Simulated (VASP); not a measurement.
# CdS (CdS (P6_3mc)) (P6_3mc) in VASP: a series of runs

Runs on CdS (CdS (P6_3mc)). Level: r2SCAN. Tasks: single point, relaxation of cell and atoms.

Program: VASP 6.6.1. These are calculated values, not measurements. Logs are shortened: lines on timing, memory, paths and dates and some standing lists are left out, and cuts for length are marked.

## Step 1: The cell of the first run

The structure is hexagonal, space group P6_3mc (No. 186). Conventional cell: a = 4.164 Å, b = 4.164 Å, c = 6.768 Å, α = 90.00°, β = 90.00°, γ = 120.00°. Within 3.4 Å of Cd (site symmetry 3m) lie 4 S at 2.54 to 2.55 Å. Within 3.4 Å of S (site symmetry 3m) lie 4 Cd at 2.54 to 2.55 Å.

## Step 2: Single point, r2SCAN

The input, POSCAR:

```
CdS
1.0
    4.1638921238     -0.0000000288      0.0000000000
   -2.0819460369      3.6060363723      0.0000000000
    0.0000000000      0.0000000000      6.7675066376
Cd S
2 2
Direct
    0.6666666667      0.3333333333      0.5001052312
    0.3333333333      0.6666666667      0.0001052312
    0.6666666667      0.3333333333      0.8768947688
    0.3333333333      0.6666666667      0.3768947688
```

The input, INCAR.step1:

```
  PREC = Accurate
  ENCUT = 520
  ISMEAR = 0
  SIGMA = 0.01
  LREAL = F
  LASPH = T
  NELM = 100
  NBANDS = 26
  GGA = PE
  ALGO = Normal
  EDIFF = 1E-4
  LWAVE = T
  LCHARG = F
```

The input, INCAR.step2:

```
  PREC = Accurate
  ENCUT = 520
  EDIFF = 1E-6
  ISMEAR = 0
  SIGMA = 0.01
  LREAL = F
  LASPH = T
  NELM = 100
  ALGO = Normal
  ISIF = 2
  LWAVE = F
  LCHARG = F
  METAGGA = R2SCAN
  LMIXTAU = T
  NBANDS = 26
  ISTART = 1
```

The input, KPOINTS:

```
Automatic mesh
0
Gamma
  8 8 4
```

Potentials or basis: VASP PAW PBE potentials, release 64 (Cd, S).

On the command line:

```sh
> cat potpaw_PBE.64/Cd/POTCAR potpaw_PBE.64/S/POTCAR > POTCAR
> cp INCAR.step1 INCAR
> mpirun -np 1 vasp_std > vasp.out
> cp INCAR.step2 INCAR
> mpirun -np 1 vasp_std > vasp.out
```

OUTCAR:

```text
PREC = Accurate
   ENCUT = 520
   EDIFF = 1E-6
   ISMEAR = 0
   LREAL = F
   LASPH = T
   NELM = 100
   ISIF = 2
   METAGGA = R2SCAN
   ISTART = 1

 ion  position               nearest neighbor table
   1  0.667  0.333  0.500-   4 2.54   4 2.54   4 2.54   3 2.55
   2  0.333  0.667  0.000-   3 2.54   3 2.54   3 2.54   4 2.55
   3  0.667  0.333  0.877-   2 2.54   2 2.54   2 2.54   1 2.55
   4  0.333  0.667  0.377-   1 2.54   1 2.54   1 2.54   2 2.55

  LATTYP: Found a hexagonal cell.
 ALAT       =     4.1638921238
 C/A-ratio  =     1.6252838538

  Lattice vectors:

 A1 = (   4.1638921238,  -0.0000000288,   0.0000000000)
 A2 = (  -2.0819460369,   3.6060363723,   0.0000000000)
 A3 = (   0.0000000000,   0.0000000000,   6.7675066376)

Analysis of symmetry for initial positions (statically):
=====================================================================
 Subroutine PRICEL returns:
 Original cell was already a primitive cell.

 Routine SETGRP: Setting up the symmetry group for a
 hexagonal supercell.

 Subroutine GETGRP returns: Found 12 space group operations
 (whereof  6 operations were pure point group operations)
 out of a pool of 24 trial point group operations.

The static configuration has the point symmetry C_3v.
 The point group associated with its full space group is C_6v.

Analysis of symmetry for dynamics (positions and initial velocities):
=====================================================================
 Subroutine PRICEL returns:
 Original cell was already a primitive cell.

 Routine SETGRP: Setting up the symmetry group for a
 hexagonal supercell.

 Subroutine GETGRP returns: Found 12 space group operations
 (whereof  6 operations were pure point group operations)
 out of a pool of 24 trial point group operations.

The dynamic configuration has the point symmetry C_3v.
 The point group associated with its full space group is C_6v.

 Subroutine INISYM returns: Found 12 space group operations
 (whereof  6 operations are pure point group operations),
 and found     1 'primitive' translations

----------------------------------------------------------------------------------------

                                     Primitive cell

  volume of cell :     101.6151

  direct lattice vectors                    reciprocal lattice vectors
[... 89 lines left out ...]
   ENCUT  =  520.0 eV  38.22 Ry    6.18 a.u.   7.74  7.74 12.58*2*pi/ulx,y,z
   NELM   =    100;   NELMIN=  2; NELMDL=  0     # of ELM steps
   EDIFF  = 0.1E-05   stopping-criterion for ELM
   LREAL  =      F    real-space projection
   EDIFFG = 0.1E-04   stopping-criterion for IOM
   NSW    =      0    number of steps for IOM
   IBRION =     -1    ionic relax: 0-MD 1-quasi-New 2-CG
   NFREE  =      0    steps in history (QN), initial steepest desc. (CG)
   ISIF   =      2    stress and relaxation
   ISYM   =      2    0-nonsym 1-usesym 2-fastsym
   POTIM  = 0.5000    time-step for ionic-motion
   TEBEG  =    0.0;   TEEND  =   0.0 temperature during run
   PSTRESS=    0.0 pullay stress
   NELECT =      36.0000    total number of electrons
   NUPDOWN=      -1.0000    fix difference up-down
   EMIN   =  10.00;   EMAX   =-10.00  energy-range for DOS
   EFERMI =   0.00;   METHOD = LEGACY
   ISMEAR =     0;   SIGMA  =   0.01  broadening in eV -4-tet -1-fermi 0-gaus
   EFERMI_NEDOS =   21; number of points for ismear=-14 and -15
   IALGO  =     38    algorithm
   IMIX   =      4    mixing-type and parameters
     AMIX     =   0.40;   BMIX     =  1.00
     AMIX_MAG =   1.60;   BMIX_MAG =  1.00
  volume/ion in A,a.u.               =      25.40       171.43
  Fermi-wavevector in a.u.,A,eV,Ry     =   1.158394  2.189047 18.257336  1.341876
  Thomas-Fermi vector in A             =   2.294996
   LORBIT       =      0    0 simple, 1 ext, 2 COOP (PROOUT), +10 PAW based schemes
   METAGGA = R2SCAN    functional components
   LHFCALC =     F    Hartree Fock is set to
   AEXX    =    0.0000 exact exchange contribution
   IVDW    =     0    specifies the selected vdW correction
   LEPSILON=     F    determine dielectric tensor
   LRPA    =     F    only Hartree local field effects (RPA)
 non-spin polarized calculation
 Gauss-broadening in eV      SIGMA  =   0.01
  energy-cutoff  :      520.00
  volume of cell :      101.62
 maximum number of plane-waves:      2786
 NGX is ok and might be reduce to    32
   NGX = 15   NGY = 15   NGZ = 25

 number of electron      35.9999996 magnetization

 Free energy of the ion-electron system (eV)
  ---------------------------------------------------
  ext. energy  EPLUGINS =         0.00000000
  ---------------------------------------------------
  free energy    TOTEN  =       -59.38232017 eV

  energy without entropy =      -59.38232017  energy(sigma->0) =      -59.38232017

 E-fermi :   0.9023     XC(G=0):  -9.6096

 val. band max:        0.8451452777   @ k =   0.0000   0.0000   0.0000
 cond. band min:       2.4714622910   @ k =   0.0000   0.0000   0.0000
 fundamental gap:      1.6263170133
 Fermi energy:         0.9022725548

 k-point     1 :       0.0000    0.0000    0.0000
  band No.  band energies     occupation
      1     -11.8846      2.00000
      2     -11.4709      2.00000
      3      -7.0160      2.00000
      4      -7.0104      2.00000
      5      -7.0104      2.00000
      6      -6.9239      2.00000
[... 685 lines left out ...]
     25       9.6659      0.00000
     26       9.6659      0.00000

 [... further k-points ...]

------------------------ aborting loop because EDIFF is reached ----------------------------------------

  FORCE on cell =-STRESS in cart. coord.  units (eV):
  Direction    XX          YY          ZZ          XY          YZ          ZX
  --------------------------------------------------------------------------------------
  -------------------------------------------------------------------------------------
  Total        0.1877028      0.1877028      0.1970728      0.0000000     -0.0000000      0.0000000
  in kB        2.9595323      2.9595323      3.1072703      0.0000000     -0.0000000      0.0000000
  external PRESSURE =       3.0087783 kB  Pullay stress =       0.0000000 kB

 VOLUME and BASIS-vectors are now :
 -----------------------------------------------------------------------------
  energy-cutoff  :      520.00
  volume of cell :      101.62
      direct lattice vectors                 reciprocal lattice vectors
     4.163892124 -0.000000029  0.000000000     0.240159921  0.138656393  0.000000000
    -2.081946037  3.606036372  0.000000000     0.000000002  0.277312789  0.000000000
     0.000000000  0.000000000  6.767506638     0.000000000  0.000000000  0.147764909

 POSITION                                       TOTAL-FORCE (eV/Angst)
 -----------------------------------------------------------------------------------
      2.08195      1.20201      3.38447         0.000000      0.000000     -0.002600
      0.00000      2.40402      0.00071        -0.000000     -0.000000     -0.002600
      2.08195      1.20201      5.93439        -0.000000     -0.000000      0.002600
      0.00000      2.40402      2.55064        -0.000000      0.000000      0.002600
 -----------------------------------------------------------------------------------
    total drift:                               -0.000000      0.000000     -0.004972

  FREE ENERGIE OF THE ION-ELECTRON SYSTEM (eV)
  ---------------------------------------------------
  free  energy   TOTEN  =       -59.3823201741 eV

  energy  without entropy=      -59.3823201741  energy(sigma->0) =      -59.38232017
```

Wall time 2.5 min (1 thread of Intel Xeon 6975P-C (Granite Rapids), shared host); peak memory 0.27 GiB.

What came out:

* Free energy: -59.3823 eV
* Pressure: 0.3 GPa
* Band gap on the k mesh: 1.63 eV, direct

Forces in eV/Å, atoms in the order of the input:
```
Cd   0.000  0.000 -0.003
Cd   0.000  0.000 -0.003
S    0.000  0.000  0.003
S    0.000  0.000  0.003
```

Caveat: the PAW data sets were made with another functional, which shifts forces and pressure a little. r2SCAN opens gaps a little over a GGA but as a rule still falls short of measured ones.

## Step 3: Relaxation of cell and atoms, r2SCAN

This run uses another cell than the first one, of 25.51 Å³/atom, 1.004 times its volume.

The input, POSCAR:

```
CdS
1.0
    4.1688381000      0.0000000000      0.0000000000
   -2.0844190000      3.6103197000      0.0000000000
    0.0000000000      0.0000000000      6.7796174000
Cd S
2 2
Direct
    0.6666666700      0.3333333300      0.5002243700
    0.3333333300      0.6666666700      0.0002243700
    0.6666666700      0.3333333300      0.8767756300
    0.3333333300      0.6666666700      0.3767756300
```

The input, INCAR.step1:

```
SYSTEM = CdS
  ALGO = Normal
  EDIFF = 1E-4
  ENCUT = 600
  GGA = PE
  ISMEAR = 0
  LASPH = .True.
  LCHARG = .False.
  LREAL = .False.
  LWAVE = .True.
  NELM = 60
  PREC = Accurate
  SIGMA = 0.01
```

The input, INCAR.step2:

```
SYSTEM = CdS
  ALGO = Normal
  EDIFF = 1E-6
  EDIFFG = -0.005
  ENCUT = 600
  IBRION = 2
  ISIF = 3
  ISMEAR = 0
  ISTART = 1
  LASPH = .True.
  LCHARG = .False.
  LMIXTAU = .True.
  LREAL = .False.
  LWAVE = .False.
  METAGGA = R2SCAN
  NELM = 60
  NSW = 80
  PREC = Accurate
  SIGMA = 0.01
```

The input, KPOINTS:

```
k-points
0
Gamma
  8 8 4
  0 0 0
```

Potentials or basis: VASP PAW PBE potentials, release 64 (Cd, S).

On the command line:

```sh
> cat potpaw_PBE.64/Cd/POTCAR potpaw_PBE.64/S/POTCAR > POTCAR
> cp INCAR.step1 INCAR
> mpirun -np 1 vasp_std > vasp.out
> cp INCAR.step2 INCAR
> mpirun -np 1 vasp_std > vasp.out
```

Wall time 16 min (1 thread of AMD EPYC 7R13, shared host); peak memory 0.29 GiB.

Results (log left out):

```
Free energy                            : -59.3833 eV
Relaxed volume                         : 25.51 Å³/atom
Relaxed cell                           : a = 4.169 Å, b = 4.169 Å, c = 6.780 Å, α = 90.00°, β = 90.00°, γ = 120.00°
Space group after relaxing (to 0.05 Å) : P6_3mc (No. 186)
Energy gained by relaxing              : 0.0 meV/atom
Ionic steps                            : 2
Pressure after relaxing                : 0.0 GPa
Largest force after relaxing           : 0.003 eV/Å
Band gap on the k mesh                 : 1.61 eV, direct
```

Forces in eV/Å, atoms in the order of the input:
```
Cd   0.000  0.000 -0.003
Cd   0.000  0.000 -0.003
S    0.000  0.000  0.003
S    0.000  0.000  0.003
```

Final structure:
```yaml
crystal:
  lattice:
    - [4.16895, 0.00000, 0.00000]
    - [-2.08448, 3.61042, 0.00000]
    - [0.00000, 0.00000, 6.78021]
  atoms:
    - { symbol: Cd, position: [0.66667, 0.33333, 0.50019] }
    - { symbol: Cd, position: [0.33333, 0.66667, 0.00019] }
    - { symbol: S, position: [0.66667, 0.33333, 0.87681] }
    - { symbol: S, position: [0.33333, 0.66667, 0.37681] }
```

Levels at points of the mesh, in eV from the valence-band top:
| k point | band 16 | band 17 | band 18 | band 19 | band 20 | band 21 |
| --- | --- | --- | --- | --- | --- | --- |
| (0.00, 0.00, 0.00) | -0.04 | 0.00 | 0.00 | 1.61 | 3.22 | 6.99 |
| (0.50, 0.00, 0.00) | -1.83 | -1.26 | -0.74 | 4.14 | 4.25 | 5.42 |
| (0.00, 0.00, 0.50) | -0.38 | -0.38 | -0.38 | 3.26 | 3.26 | 6.61 |
| (0.50, 0.00, 0.50) | -1.32 | -1.30 | -1.30 | 3.87 | 3.87 | 5.79 |

Caveat: the PAW data sets were made with another functional, which shifts forces and pressure a little.
